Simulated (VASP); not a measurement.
# Na2S (Fm-3m) in VASP: further runs

Na2S is run at these levels: r2SCAN; tasks: single point.

Everything below comes from runs of VASP 6.6.1. Logs are shortened: lines on timing, memory, paths and dates and some standing lists are left out, and cuts for length are marked.

### 1 The cell of the first run

It takes space group Fm-3m (No. 225, cubic). Conventional cell: a = 6.424 Å, b = 6.424 Å, c = 6.424 Å, α = 90.00°, β = 90.00°, γ = 90.00°. Within 3.7 Å of Na (site symmetry -43m) lie 4 S at 2.78 Å and 6 Na at 3.21 Å. S (site symmetry m-3m) has 8 Na at 2.78 Å within 3.7 Å.

### 2 Single point, r2SCAN

POSCAR

```
Na2S
1.0
    0.0000000000      3.2119835300      3.2119835300
    3.2119835300      0.0000000000      3.2119835300
    3.2119835300      3.2119835300      0.0000000000
Na S
2 1
Direct
    0.2500000000      0.2500000000      0.2500000000
    0.7500000000      0.7500000000      0.7500000000
    0.0000000000      0.0000000000      0.0000000000
```

INCAR.step1

```
  PREC = Accurate
  ENCUT = 550
  ISMEAR = -1
  SIGMA = 0.02
  LREAL = False
  LASPH = True
  NELM = 120
  NBANDS = 17
  GGA = PE
  ALGO = Normal
  EDIFF = 1E-5
  LWAVE = True
  LCHARG = False
  GGA_COMPAT = False
```

INCAR.step2

```
  PREC = Accurate
  ENCUT = 550
  EDIFF = 1E-6
  ISMEAR = -1
  SIGMA = 0.02
  LREAL = False
  LASPH = True
  NELM = 120
  ALGO = Normal
  ISIF = 2
  LWAVE = False
  LCHARG = False
  METAGGA = R2SCAN
  LMIXTAU = True
  NBANDS = 17
  ISTART = 1
  GGA_COMPAT = False
```

KPOINTS

```
regular mesh
0
Gamma
  8 8 8
```

Potentials or basis: VASP PAW PBE potentials, release 64 (Na_pv, S).

The run is started by

```sh
$ cat potpaw_PBE.64/Na_pv/POTCAR potpaw_PBE.64/S/POTCAR > POTCAR
$ cp INCAR.step1 INCAR
$ mpirun -np 1 vasp_std > vasp.out
$ cp INCAR.step2 INCAR
$ mpirun -np 1 vasp_std > vasp.out
```

OUTCAR:

```text
PREC = Accurate
   ENCUT = 550
   EDIFF = 1E-6
   ISMEAR = -1
   LREAL = False
   LASPH = True
   NELM = 120
   ISIF = 2
   METAGGA = R2SCAN
   ISTART = 1

 ion  position               nearest neighbor table
   1  0.250  0.250  0.250-   3 2.78   3 2.78   3 2.78   3 2.78
   2  0.750  0.750  0.750-   3 2.78   3 2.78   3 2.78   3 2.78
   3  0.000  0.000  0.000-   1 2.78   2 2.78   2 2.78   2 2.78   2 2.78   1 2.78   1 2.78   1 2.78

  LATTYP: Found a face centered cubic cell.
 ALAT       =     6.4239670600

  Lattice vectors:

 A1 = (   0.0000000000,   3.2119835300,   3.2119835300)
 A2 = (   3.2119835300,   0.0000000000,   3.2119835300)
 A3 = (   3.2119835300,   3.2119835300,   0.0000000000)

Analysis of symmetry for initial positions (statically):
=====================================================================
 Subroutine PRICEL returns:
 Original cell was already a primitive cell.

 Routine SETGRP: Setting up the symmetry group for a
 face centered cubic supercell.

 Subroutine GETGRP returns: Found 48 space group operations
 (whereof 48 operations were pure point group operations)
 out of a pool of 48 trial point group operations.

The static configuration has the point symmetry O_h .

Analysis of symmetry for dynamics (positions and initial velocities):
=====================================================================
 Subroutine PRICEL returns:
 Original cell was already a primitive cell.

 Routine SETGRP: Setting up the symmetry group for a
 face centered cubic supercell.

 Subroutine GETGRP returns: Found 48 space group operations
 (whereof 48 operations were pure point group operations)
 out of a pool of 48 trial point group operations.

The dynamic configuration has the point symmetry O_h .

 Subroutine INISYM returns: Found 48 space group operations
 (whereof 48 operations are pure point group operations),
 and found     1 'primitive' translations

----------------------------------------------------------------------------------------

                                     Primitive cell

  volume of cell :      66.2750

  direct lattice vectors                    reciprocal lattice vectors
     0.000000000  3.211983530  3.211983530    -0.155667050  0.155667050  0.155667050
     3.211983530  0.000000000  3.211983530     0.155667050 -0.155667050  0.155667050
     3.211983530  3.211983530  0.000000000     0.155667050  0.155667050 -0.155667050
[... 84 lines left out ...]
   ENCUT  =  550.0 eV  40.42 Ry    6.36 a.u.   8.69  8.69  8.69*2*pi/ulx,y,z
   NELM   =    120;   NELMIN=  2; NELMDL=  0     # of ELM steps
   EDIFF  = 0.1E-05   stopping-criterion for ELM
   LREAL  =      F    real-space projection
   EDIFFG = 0.1E-04   stopping-criterion for IOM
   NSW    =      0    number of steps for IOM
   IBRION =     -1    ionic relax: 0-MD 1-quasi-New 2-CG
   NFREE  =      0    steps in history (QN), initial steepest desc. (CG)
   ISIF   =      2    stress and relaxation
   ISYM   =      2    0-nonsym 1-usesym 2-fastsym
   POTIM  = 0.5000    time-step for ionic-motion
   TEBEG  =    0.0;   TEEND  =   0.0 temperature during run
   PSTRESS=    0.0 pullay stress
   NELECT =      20.0000    total number of electrons
   NUPDOWN=      -1.0000    fix difference up-down
   EMIN   =  10.00;   EMAX   =-10.00  energy-range for DOS
   EFERMI =   0.00;   METHOD = LEGACY
   ISMEAR =    -1;   SIGMA  =   0.02  broadening in eV -4-tet -1-fermi 0-gaus
   EFERMI_NEDOS =   21; number of points for ismear=-14 and -15
   IALGO  =     38    algorithm
   IMIX   =      4    mixing-type and parameters
     AMIX     =   0.40;   BMIX     =  1.00
     AMIX_MAG =   1.60;   BMIX_MAG =  1.00
  volume/ion in A,a.u.               =      22.09       149.08
  Fermi-wavevector in a.u.,A,eV,Ry     =   1.098082  2.075074 16.405695  1.205785
  Thomas-Fermi vector in A             =   2.234454
   LORBIT       =      0    0 simple, 1 ext, 2 COOP (PROOUT), +10 PAW based schemes
   METAGGA = R2SCAN    functional components
   LHFCALC =     F    Hartree Fock is set to
   AEXX    =    0.0000 exact exchange contribution
   IVDW    =     0    specifies the selected vdW correction
   LEPSILON=     F    determine dielectric tensor
   LRPA    =     F    only Hartree local field effects (RPA)
 non-spin polarized calculation
  energy-cutoff  :      550.00
  volume of cell :       66.28
 maximum number of plane-waves:      1964
   NGX = 17   NGY = 17   NGZ = 17

 number of electron      19.9999996 magnetization

 Free energy of the ion-electron system (eV)
  ---------------------------------------------------
  ext. energy  EPLUGINS =         0.00000000
  ---------------------------------------------------
  free energy    TOTEN  =       -18.95813408 eV

  energy without entropy =      -18.95813408  energy(sigma->0) =      -18.95813408

 E-fermi :   0.5347     XC(G=0):  -8.4876

 val. band max:        0.1002911835   @ k =   0.0000   0.0000   0.0000
 cond. band min:       3.3590275640   @ k =   0.0000   0.0000   0.0000
 fundamental gap:      3.2587363805
 Fermi energy:         0.5346575065

 k-point     1 :       0.0000    0.0000    0.0000
  band No.  band energies     occupation
      1     -22.8357      2.00000
      2     -22.8357      2.00000
      3     -22.8357      2.00000
      4     -22.7764      2.00000
      5     -22.7764      2.00000
      6     -22.7764      2.00000
[... 457 lines left out ...]
      4     -22.8089      2.00000
      5     -22.7777      2.00000
      6     -22.7763      2.00000
[... 9 lines left out ...]
     16      11.7384      0.00000
     17      13.0201      0.00000

 [... further k-points ...]

------------------------ aborting loop because EDIFF is reached ----------------------------------------

  FORCE on cell =-STRESS in cart. coord.  units (eV):
  Direction    XX          YY          ZZ          XY          YZ          ZX
  --------------------------------------------------------------------------------------
  -------------------------------------------------------------------------------------
  Total        0.5297192      0.5297192      0.5297192      0.0000000     -0.0000000     -0.0000000
  in kB       12.8057895     12.8057895     12.8057895      0.0000000     -0.0000000     -0.0000000
  external PRESSURE =      12.8057895 kB  Pullay stress =       0.0000000 kB

 VOLUME and BASIS-vectors are now :
 -----------------------------------------------------------------------------
  energy-cutoff  :      550.00
  volume of cell :       66.28
      direct lattice vectors                 reciprocal lattice vectors
     0.000000000  3.211983530  3.211983530    -0.155667050  0.155667050  0.155667050
     3.211983530  0.000000000  3.211983530     0.155667050 -0.155667050  0.155667050
     3.211983530  3.211983530  0.000000000     0.155667050  0.155667050 -0.155667050

 POSITION                                       TOTAL-FORCE (eV/Angst)
 -----------------------------------------------------------------------------------
      1.60599      1.60599      1.60599         0.000000      0.000000      0.000000
      4.81798      4.81798      4.81798        -0.000000     -0.000000     -0.000000
      0.00000      0.00000      0.00000        -0.000000      0.000000      0.000000
 -----------------------------------------------------------------------------------
    total drift:                                0.000000      0.000000      0.000000

  FREE ENERGIE OF THE ION-ELECTRON SYSTEM (eV)
  ---------------------------------------------------
  free  energy   TOTEN  =       -18.9581340797 eV

  energy  without entropy=      -18.9581340797  energy(sigma->0) =      -18.95813408
```

It took 1.9 min on 1 thread of Intel Xeon Platinum 8259CL at 2.50GHz (Skylake/Cascade Lake), shared host; peak memory 0.21 GiB.

What came out:

```yaml
Free_energy: -18.9581 eV
Pressure: 1.3 GPa
Band_gap_on_the_k_mesh: 3.26 eV
```

Levels at points of the mesh, in eV from the valence-band top:
```
           k point  band 7  band 8  band 9  band 10  band 11  band 12  band 13  band 14
(0.00, 0.00, 0.00)  -10.63    0.00    0.00     0.00     3.26     8.61     8.61     8.61
(0.50, 0.00, 0.00)  -10.35   -1.69   -0.13    -0.13     5.75     7.15     7.79     7.79
(0.50, 0.50, 0.00)  -10.26   -1.50   -0.47    -0.47     4.22     6.90     9.78    10.89
```

Caveat: the PAW data sets were made with another functional, which shifts forces and pressure a little. A k mesh can miss the band edges.

### 3 Single point, r2SCAN

This run uses another cell than the first one, of 22.55 Å³/atom.

POSCAR

```
Na2S
1.0
    0.0000000000      3.2341358400      3.2341358400
    3.2341358400      0.0000000000      3.2341358400
    3.2341358400      3.2341358400      0.0000000000
Na S
2 1
Direct
    0.2500000000      0.2500000000      0.2500000000
    0.7500000000      0.7500000000      0.7500000000
    0.0000000000      0.0000000000      0.0000000000
```

INCAR.step1

```
PREC = Accurate
ENCUT = 550
ISMEAR = -1
SIGMA = 0.02
LREAL = False
LASPH = True
NELM = 120
NBANDS = 17
GGA = PE
ALGO = Normal
EDIFF = 1E-5
LWAVE = True
LCHARG = False
GGA_COMPAT = False
```

INCAR.step2

```
PREC = Accurate
ENCUT = 550
EDIFF = 1E-6
ISMEAR = -1
SIGMA = 0.02
LREAL = False
LASPH = True
NELM = 120
ALGO = Normal
ISIF = 2
LWAVE = False
LCHARG = True
METAGGA = R2SCAN
LMIXTAU = True
LELF = True
LVHAR = True
NBANDS = 17
ISTART = 1
GGA_COMPAT = False
```

KPOINTS

```
Automatic mesh
0
Gamma
  8 8 8
```

Potentials or basis: VASP PAW PBE potentials, release 64 (Na_pv, S).

The run is started by

```sh
$ cat potpaw_PBE.64/Na_pv/POTCAR potpaw_PBE.64/S/POTCAR > POTCAR
$ cp INCAR.step1 INCAR
$ mpirun -np 1 vasp_std > vasp.out
$ cp INCAR.step2 INCAR
$ mpirun -np 1 vasp_std > vasp.out
```

It took 1.8 min on 1 thread of Intel Xeon Platinum 8259CL at 2.50GHz (Skylake/Cascade Lake), shared host; peak memory 0.22 GiB.

The run converged. Its results:

```yaml
Free_energy: -18.9656 eV
Pressure: 0.6 GPa
Band_gap_on_the_k_mesh: 3.18 eV
```

Levels at points of the mesh, in eV from the valence-band top:
| k point | band 7 | band 8 | band 9 | band 10 | band 11 | band 12 | band 13 | band 14 |
| --- | --- | --- | --- | --- | --- | --- | --- | --- |
| (0.00, 0.00, 0.00) | -10.60 | 0.00 | 0.00 | 0.00 | 3.18 | 8.54 | 8.54 | 8.54 |
| (0.50, 0.00, 0.00) | -10.34 | -1.66 | -0.13 | -0.13 | 5.65 | 7.07 | 7.74 | 7.74 |
| (0.50, 0.50, 0.00) | -10.25 | -1.47 | -0.46 | -0.46 | 4.21 | 6.83 | 9.60 | 10.75 |

Caveat: the PAW data sets were made with another functional, which shifts forces and pressure a little.
